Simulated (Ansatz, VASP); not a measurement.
**Two plane-wave programs on SiO2**

```
CELL_PARAMETERS angstrom
4.01771 0.00000 0.00000
0.00000 4.01771 0.00000
0.00000 0.00000 2.57328
ATOMIC_POSITIONS crystal
Si 0.50000 0.50000 0.50000
Si 0.00000 0.00000 0.00000
O 0.69443 0.69443 0.00000
O 0.19443 0.80557 0.50000
O 0.30557 0.30557 0.00000
O 0.80557 0.19443 0.50000
```

Alike in both runs: task single point; functional LDA; k mesh 6 × 6 × 10; occupations gaussian, width 0.05 eV; no spin polarisation.

```csv
,VASP,Ansatz
version,VASP 6.6.1,Ansatz 0.2.0
potentials or method,"VASP PAW LDA potentials, release 64 (Si, O), cutoff 520 eV","scalar-relativistic, plane waves, PAW"
valence electrons in the cell,32,32
```

VASP gave:

```
gap on the k mesh at the Fermi level (eV) : 6.75
least direct gap on the mesh (eV)         : 6.75
rms of the force components (eV/Å)        : 0.370
```

Problem. Estimate Ansatz's values.

Solution. gap on the k mesh at the Fermi level (eV): 6.80; least direct gap on the mesh (eV): 6.80; rms of the force components (eV/Å): 0.350.

Ansatz warns that its potentials were made for another functional, while VASP's fit it. LDA's correlation is that of Perdew and Zunger in VASP and of Perdew and Wang (1992) in Ansatz. Atom by atom the forces differ by 0.020 eV/Å (rms over components).
